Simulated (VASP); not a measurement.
# TiO2 (P4_2/mnm) in VASP: further runs

The runs below take TiO2 through single point, with PBE+D3(BJ).

Program: VASP 6.6.1. These are calculated values, not measurements. Logs are shortened: lines on timing, memory, paths and dates and some standing lists are left out, and cuts for length are marked.

## 1. The cell of the first run

The structure is tetragonal, space group P4_2/mnm (No. 136). Conventional cell: a = 4.651 Å, b = 4.651 Å, c = 2.966 Å, α = 90.00°, β = 90.00°, γ = 90.00°. Ti (site symmetry mmm) has 6 O at 1.96 to 2.01 Å within 2.6 Å. Within 2.6 Å of O (site symmetry m2m) lie 3 Ti at 1.96 to 2.01 Å and 1 O at 2.56 Å.

## 2. Single point, PBE+D3(BJ) (volume scaled by 1.02)

Input file INCAR:

```
SYSTEM = TiO2
ALGO = Normal
EDIFF = 1E-6
ENCUT = 600
GGA = PE
GGA_COMPAT = .False.
ISIF = 2
ISMEAR = 0
IVDW = 12
LASPH = .True.
LCHARG = .True.
LELF = .True.
LREAL = .False.
LVHAR = .True.
LWAVE = .False.
NBANDS = 33
NELM = 120
PREC = Accurate
SIGMA = 0.05
```

Input file KPOINTS:

```
k-points
0
Gamma
  6 6 8
  0 0 0
```

Input file POSCAR:

```
TiO2
1.0
    4.6509901788      0.0000000000      0.0000000000
    0.0000000000      4.6509901788      0.0000000000
    0.0000000000      0.0000000000      2.9660190552
Ti O
2 4
Direct
    0.0000000000      0.0000000000      0.0000000000
    0.5000000000      0.5000000000      0.5000000000
    0.3052569044      0.3052569044      0.0000000000
    0.8052569044      0.1947430956      0.5000000000
    0.1947430956      0.8052569044      0.5000000000
    0.6947430956      0.6947430956      0.0000000000
```

Potentials or basis: VASP PAW PBE potentials, release 64 (Ti_sv, O).

Started as:

```bash
$ cat potpaw_PBE.64/Ti_sv/POTCAR potpaw_PBE.64/O/POTCAR > POTCAR
$ mpirun -np 1 vasp_std > vasp.out
```

OUTCAR:

```text
SYSTEM = TiO2
   EDIFF = 1E-6
   ENCUT = 600
   GGA = PE
   ISIF = 2
   ISMEAR = 0
   IVDW = 12
   LASPH = .True.
   LREAL = .False.
   NELM = 120
   PREC = Accurate
 IVDW          = 12

 ion  position               nearest neighbor table
   1  0.000  0.000  0.000-   4 1.96   5 1.96   4 1.96   5 1.96   3 2.01   6 2.01
   2  0.500  0.500  0.500-   3 1.96   6 1.96   3 1.96   6 1.96   5 2.01   4 2.01
   3  0.305  0.305  0.000-   2 1.96   2 1.96   1 2.01
   4  0.805  0.195  0.500-   1 1.96   1 1.96   2 2.01
   5  0.195  0.805  0.500-   1 1.96   1 1.96   2 2.01
   6  0.695  0.695  0.000-   2 1.96   2 1.96   1 2.01

  LATTYP: Found a simple tetragonal cell.
 ALAT       =     4.6509901788
 C/A-ratio  =     0.6377177636

  Lattice vectors:

 A1 = (   4.6509901788,   0.0000000000,   0.0000000000)
 A2 = (   0.0000000000,   4.6509901788,   0.0000000000)
 A3 = (   0.0000000000,   0.0000000000,   2.9660190552)

Analysis of symmetry for initial positions (statically):
=====================================================================
 Subroutine PRICEL returns:
 Original cell was already a primitive cell.

 Routine SETGRP: Setting up the symmetry group for a
 simple tetragonal supercell.

 Subroutine GETGRP returns: Found 16 space group operations
 (whereof  8 operations were pure point group operations)
 out of a pool of 16 trial point group operations.

The static configuration has the point symmetry D_2h.
 The point group associated with its full space group is D_4h.

Analysis of symmetry for dynamics (positions and initial velocities):
=====================================================================
 Subroutine PRICEL returns:
 Original cell was already a primitive cell.

 Routine SETGRP: Setting up the symmetry group for a
 simple tetragonal supercell.

 Subroutine GETGRP returns: Found 16 space group operations
 (whereof  8 operations were pure point group operations)
 out of a pool of 16 trial point group operations.

The dynamic configuration has the point symmetry D_2h.
 The point group associated with its full space group is D_4h.

 Subroutine INISYM returns: Found 16 space group operations
 (whereof  8 operations are pure point group operations),
 and found     1 'primitive' translations

----------------------------------------------------------------------------------------

                                     Primitive cell

  volume of cell :      64.1601

  direct lattice vectors                    reciprocal lattice vectors
     4.650990179  0.000000000  0.000000000     0.215007979  0.000000000  0.000000000
     0.000000000  4.650990179  0.000000000     0.000000000  0.215007979  0.000000000
     0.000000000  0.000000000  2.966019055     0.000000000  0.000000000  0.337152251

  length of vectors
     4.650990179  4.650990179  2.966019055     0.215007979  0.215007979  0.337152251

  position of ions in fractional coordinates (direct lattice)
     0.000000000  0.000000000  0.000000000
     0.500000000  0.500000000  0.500000000
     0.305256904  0.305256904  0.000000000
     0.805256904  0.194743096  0.500000000
     0.194743096  0.805256904  0.500000000
     0.694743096  0.694743096  0.000000000

  ion indices of the primitive-cell ions
   primitive index   ion index
                 1           1
                 2           2
                 3           3
                 4           4
                 5           5
                 6           6

----------------------------------------------------------------------------------------

 KPOINTS: k-points

Automatic generation of k-mesh.
 Grid dimensions read from file:
 generate k-points for:    6    6    8

 Generating k-lattice:

  Cartesian coordinates                     Fractional coordinates (reciprocal lattice)
     0.035834663  0.000000000  0.000000000     0.166666667  0.000000000  0.000000000
     0.000000000  0.035834663  0.000000000     0.000000000  0.166666667  0.000000000
     0.000000000  0.000000000  0.042144031     0.000000000  0.000000000  0.125000000

  Length of vectors
     0.035834663  0.035834663  0.042144031

  Shift w.r.t. Gamma in fractional coordinates (k-lattice)
     0.000000000  0.000000000  0.000000000

 Subroutine IBZKPT returns following result:
 ===========================================

 Found     50 irreducible k-points:

 Following reciprocal coordinates:
            Coordinates               Weight
  0.000000  0.000000  0.000000      1.000000
  0.166667  0.000000  0.000000      4.000000
  0.333333  0.000000  0.000000      4.000000
  0.500000  0.000000  0.000000      2.000000
  0.166667  0.166667  0.000000      4.000000
  0.333333  0.166667  0.000000      8.000000
[... 16 lines left out ...]
  0.333333  0.000000  0.250000      8.000000
  0.500000  0.000000  0.250000      4.000000
 [... further k-points ...]
   k-points           NKPTS =     50   k-points in BZ     NKDIM =     50   number of bands    NBANDS=     33
   number of dos      NEDOS =    301   number of ions     NIONS =      6
   total plane-waves  NPLWV =  38400
   dimension x,y,z NGX =    40 NGY =   40 NGZ =   24
   dimension x,y,z NGXF=    80 NGYF=   80 NGZF=   48
   ions per type =               2   4
   NGX,Y,Z   is equivalent  to a cutoff of  14.30, 14.30, 13.45 a.u.
   NGXF,Y,Z  is equivalent  to a cutoff of  28.60, 28.60, 26.90 a.u.
 SYSTEM =  TiO2
   PREC   = accura    normal or accurate (medium, high low for compatibility)
   ISTART =      0    job   : 0-new  1-cont  2-samecut
   ICHARG =      2    charge: 1-file 2-atom 10-const
   ISPIN  =      1    spin polarized calculation?
   LNONCOLLINEAR =      F non collinear calculations
   LSORBIT =      F    spin-orbit coupling
   LASPH  =      T    aspherical Exc in radial PAW
   ENCUT  =  600.0 eV  44.10 Ry    6.64 a.u.   9.29  9.29  5.92*2*pi/ulx,y,z
   NELM   =    120;   NELMIN=  2; NELMDL= -5     # of ELM steps
   EDIFF  = 0.1E-05   stopping-criterion for ELM
   LREAL  =      F    real-space projection
   EDIFFG = 0.1E-04   stopping-criterion for IOM
   NSW    =      0    number of steps for IOM
   IBRION =     -1    ionic relax: 0-MD 1-quasi-New 2-CG
   NFREE  =      0    steps in history (QN), initial steepest desc. (CG)
   ISIF   =      2    stress and relaxation
   ISYM   =      2    0-nonsym 1-usesym 2-fastsym
   POTIM  = 0.5000    time-step for ionic-motion
   TEBEG  =    0.0;   TEEND  =   0.0 temperature during run
   PSTRESS=    0.0 pullay stress
   NELECT =      48.0000    total number of electrons
   NUPDOWN=      -1.0000    fix difference up-down
   EMIN   =  10.00;   EMAX   =-10.00  energy-range for DOS
   EFERMI =   0.00;   METHOD = LEGACY
   ISMEAR =     0;   SIGMA  =   0.05  broadening in eV -4-tet -1-fermi 0-gaus
   EFERMI_NEDOS =   21; number of points for ismear=-14 and -15
   IALGO  =     38    algorithm
   IMIX   =      4    mixing-type and parameters
     AMIX     =   0.40;   BMIX     =  1.00
     AMIX_MAG =   1.60;   BMIX_MAG =  1.00
  volume/ion in A,a.u.               =      10.69        72.16
  Fermi-wavevector in a.u.,A,eV,Ry     =   1.486165  2.808444 30.050997  2.208686
  Thomas-Fermi vector in A             =   2.599485
   LORBIT       =      0    0 simple, 1 ext, 2 COOP (PROOUT), +10 PAW based schemes
   GGA     = PE    functional components
   LHFCALC =     F    Hartree Fock is set to
   AEXX    =    0.0000 exact exchange contribution
   IVDW    =    12    specifies the selected vdW correction
   LEPSILON=     F    determine dielectric tensor
   LRPA    =     F    only Hartree local field effects (RPA)
 non-spin polarized calculation
 Gauss-broadening in eV      SIGMA  =   0.05
  energy-cutoff  :      600.00
  volume of cell :       64.16
 maximum number of plane-waves:      2166
 NGX is ok and might be reduce to    40
   NGX = 19   NGY = 19   NGZ = 11

 number of electron      47.9999979 magnetization

 Free energy of the ion-electron system (eV)
  ---------------------------------------------------
  ext. energy  EPLUGINS =         0.00000000
  ---------------------------------------------------
  free energy    TOTEN  =       -53.68512896 eV

  energy without entropy =      -53.68512896  energy(sigma->0) =      -53.68512896

 E-fermi :   4.8256     XC(G=0): -11.2626

 val. band max:        4.5284316041   @ k =   0.0000   0.0000   0.0000
 cond. band min:       6.3609080958   @ k =   0.0000   0.0000   0.0000
 fundamental gap:      1.8324764917
 Fermi energy:         4.8256099732

 k-point     1 :       0.0000    0.0000    0.0000
  band No.  band energies     occupation
      1     -52.4374      2.00000
      2     -52.4230      2.00000
      3     -28.7211      2.00000
      4     -28.7211      2.00000
      5     -28.5737      2.00000
      6     -28.5737      2.00000
[... 25 lines left out ...]
     32      10.9781      0.00000
     33      10.9781      0.00000

 k-point     2 :       0.1667    0.0000    0.0000
  band No.  band energies     occupation
      1     -52.4364      2.00000
      2     -52.4239      2.00000
      3     -28.7135      2.00000
      4     -28.7128      2.00000
      5     -28.5828      2.00000
      6     -28.5821      2.00000
[... 25 lines left out ...]
     32      10.8935      0.00000
     33      10.9109      0.00000

 k-point     3 :       0.3333    0.0000    0.0000
  band No.  band energies     occupation
      1     -52.4338      2.00000
      2     -52.4265      2.00000
      3     -28.6937      2.00000
      4     -28.6920      2.00000
      5     -28.6053      2.00000
      6     -28.6035      2.00000
[... 25 lines left out ...]
     32      10.7248      0.00000
     33      10.7582      0.00000

 k-point     4 :       0.5000    0.0000    0.0000
  band No.  band energies     occupation
      1     -52.4301      2.00000
      2     -52.4301      2.00000
      3     -28.6773      2.00000
      4     -28.6773      2.00000
      5     -28.6208      2.00000
      6     -28.6208      2.00000
[... 673 lines left out ...]
     32      10.0955      0.00000
     33      10.4317      0.00000

 k-point    23 :       0.3333    0.0000    0.2500
  band No.  band energies     occupation
      1     -52.4136      2.00000
      2     -52.4085      2.00000
      3     -28.7478      2.00000
      4     -28.7370      2.00000
      5     -28.6409      2.00000
      6     -28.6355      2.00000
[... 25 lines left out ...]
     32       9.6647      0.00000
     33      10.5698      0.00000

 k-point    24 :       0.5000    0.0000    0.2500
  band No.  band energies     occupation
      1     -52.4110      2.00000
      2     -52.4110      2.00000
      3     -28.7452      2.00000
      4     -28.7452      2.00000
      5     -28.6258      2.00000
      6     -28.6258      2.00000
[... 25 lines left out ...]
     32       9.4961      0.00000
     33      10.9563      0.00000

 [... further k-points ...]

------------------------ aborting loop because EDIFF is reached ----------------------------------------

 Edisp (eV)   -1.45011

 E8    (eV) :    -0.5772

  FORCE on cell =-STRESS in cart. coord.  units (eV):
  Direction    XX          YY          ZZ          XY          YZ          ZX
  --------------------------------------------------------------------------------------
  -------------------------------------------------------------------------------------
  Total      -1.70058    -1.70058    -1.58062    -0.00000     0.00000     0.00000
  in kB     -42.46619   -42.46619   -39.47057    -0.00000     0.00000     0.00000
  external pressure =      -41.47 kB  Pullay stress =        0.00 kB

 VOLUME and BASIS-vectors are now :
 -----------------------------------------------------------------------------
  energy-cutoff  :      600.00
  volume of cell :       64.16
      direct lattice vectors                 reciprocal lattice vectors
     4.650990179  0.000000000  0.000000000     0.215007979  0.000000000  0.000000000
     0.000000000  4.650990179  0.000000000     0.000000000  0.215007979  0.000000000
     0.000000000  0.000000000  2.966019055     0.000000000  0.000000000  0.337152251

 POSITION                                       TOTAL-FORCE (eV/Angst)
 -----------------------------------------------------------------------------------
      0.00000      0.00000      0.00000         0.000000     -0.000000     -0.000000
      2.32550      2.32550      1.48301         0.000000     -0.000000     -0.000000
      1.41975      1.41975      0.00000        -0.018064     -0.018064      0.000000
      3.74524      0.90575      1.48301        -0.018064      0.018064     -0.000000
      0.90575      3.74524      1.48301         0.018064     -0.018064     -0.000000
      3.23124      3.23124      0.00000         0.018064      0.018064     -0.000000
 -----------------------------------------------------------------------------------
    total drift:                               -0.000000      0.000000     -0.000000

  FREE ENERGIE OF THE ION-ELECTRON SYSTEM (eV)
  ---------------------------------------------------
  free  energy   TOTEN  =       -55.1352439050 eV

  energy  without entropy=      -55.1352439050  energy(sigma->0) =      -55.13524390
```

It took 2.1 min on 1 thread of Intel Xeon 6975P-C, shared host; peak memory 0.26 GiB.

What came out:

```
Free energy                : -55.1352 eV
Pressure                   : -4.1 GPa
Largest force              : 0.026 eV/Å
Band gap on the k mesh     : 1.83 eV, direct
Dispersion energy per atom : -0.242 eV
```

Forces in eV/Å, atoms in the order of the input:
```
Ti   0.000  0.000  0.000
Ti   0.000  0.000  0.000
O   -0.018 -0.018  0.000
O   -0.018  0.018  0.000
O    0.018 -0.018  0.000
O    0.018  0.018  0.000
```

Stress tensor (GPa, compression positive):
```
-4.25  0.00  0.00
 0.00 -4.25  0.00
 0.00  0.00 -3.95
```

Levels at points of the mesh, in eV from the valence-band top:
```
           k point  band 22  band 23  band 24  band 25  band 26  band 27
(0.00, 0.00, 0.00)    -0.43    -0.43     0.00     1.83     2.12     2.39
(0.50, 0.00, 0.00)    -1.54    -0.71    -0.71     2.48     2.48     2.93
(0.50, 0.50, 0.00)    -1.23    -1.03    -1.03     1.87     1.87     2.48
(0.00, 0.00, 0.50)    -2.21    -1.40    -1.40     2.87     2.87     3.13
(0.50, 0.00, 0.50)    -1.98    -0.97    -0.97     1.88     1.88     3.15
(0.50, 0.50, 0.50)    -1.20    -0.67    -0.67     2.52     2.52     3.14
```

Caveat: three body term missing. A k mesh can miss the band edges.

## 3. Single point, PBE+D3(BJ) (volume scaled by 1.02)

Input file INCAR:

```
ALGO     = Normal         # electronic algorithm
EDIFF    = 1E-6           # SCF threshold, eV
ENCUT    = 600            # plane-wave cutoff, eV
GGA      = PE             # functional
GGA_COMPAT= F            
ISIF     = 2              # what is computed and relaxed
ISMEAR   = 0              # smearing method
IVDW     = 12             # dispersion correction
LASPH    = T              # aspherical terms in the spheres
LCHARG   = T              # write CHGCAR
LELF     = T              # ELF
LREAL    = F              # projectors in reciprocal space
LVHAR    = T            
LWAVE    = F              # write WAVECAR
NBANDS   = 33             # bands
NELM     = 120            # most SCF steps
PREC     = Accurate       # precision mode
SIGMA    = 0.05           # smearing width, eV
```

Input file KPOINTS:

```
k-points
0
Gamma
  6 6 8
```

Input file POSCAR:

```
TiO2
1.0
    4.6435287216      0.0000000000      0.0000000000
    0.0000000000      4.6435287216      0.0000000000
    0.0000000000      0.0000000000      2.9755586127
Ti O
2 4
Direct
    0.0000000000      0.0000000000      0.0000000000
    0.5000000000      0.5000000000      0.5000000000
    0.3044780685      0.3044780685      0.0000000000
    0.8044780685      0.1955219315      0.5000000000
    0.1955219315      0.8044780685      0.5000000000
    0.6955219315      0.6955219315      0.0000000000
```

Potentials or basis: VASP PAW PBE potentials, release 64 (Ti_sv, O).

Started as:

```bash
$ cat potpaw_PBE.64/Ti_sv/POTCAR potpaw_PBE.64/O/POTCAR > POTCAR
$ mpirun -np 1 vasp_std > vasp.out
```

Run time: 2.1 min. Hardware: 1 thread of Intel Xeon 6975P-C, shared host; peak memory 0.26 GiB.

The run converged. Its results:

| Property | Result |
| --- | --- |
| Free energy | -55.1344 eV |
| Pressure | -4.6 GPa |
| Largest force | 0.070 eV/Å |
| Band gap on the k mesh | 1.79 eV, direct |
| Dispersion energy per atom | -0.242 eV |

Forces on the atoms (eV/Å):
```
Ti   0.000  0.000  0.000
Ti   0.000  0.000  0.000
O    0.050  0.050  0.000
O    0.050 -0.050  0.000
O   -0.050  0.050  0.000
O   -0.050 -0.050  0.000
```

Stress tensor (GPa, compression positive):
```
-4.29  0.00  0.00
 0.00 -4.29  0.00
 0.00  0.00 -5.22
```

Levels at points of the mesh, in eV from the valence-band top:
| k point | band 22 | band 23 | band 24 | band 25 | band 26 | band 27 |
| --- | --- | --- | --- | --- | --- | --- |
| (0.00, 0.00, 0.00) | -0.45 | -0.45 | 0.00 | 1.79 | 2.06 | 2.32 |
| (0.50, 0.00, 0.00) | -1.59 | -0.72 | -0.72 | 2.43 | 2.43 | 2.91 |
| (0.50, 0.50, 0.00) | -1.28 | -1.07 | -1.07 | 1.82 | 1.82 | 2.43 |
| (0.00, 0.00, 0.50) | -2.25 | -1.41 | -1.41 | 2.85 | 2.85 | 3.07 |
| (0.50, 0.00, 0.50) | -1.99 | -1.00 | -1.00 | 1.85 | 1.85 | 3.09 |
| (0.50, 0.50, 0.50) | -1.23 | -0.67 | -0.67 | 2.51 | 2.51 | 3.09 |

Caveat: three body term missing. A k mesh can miss the band edges.
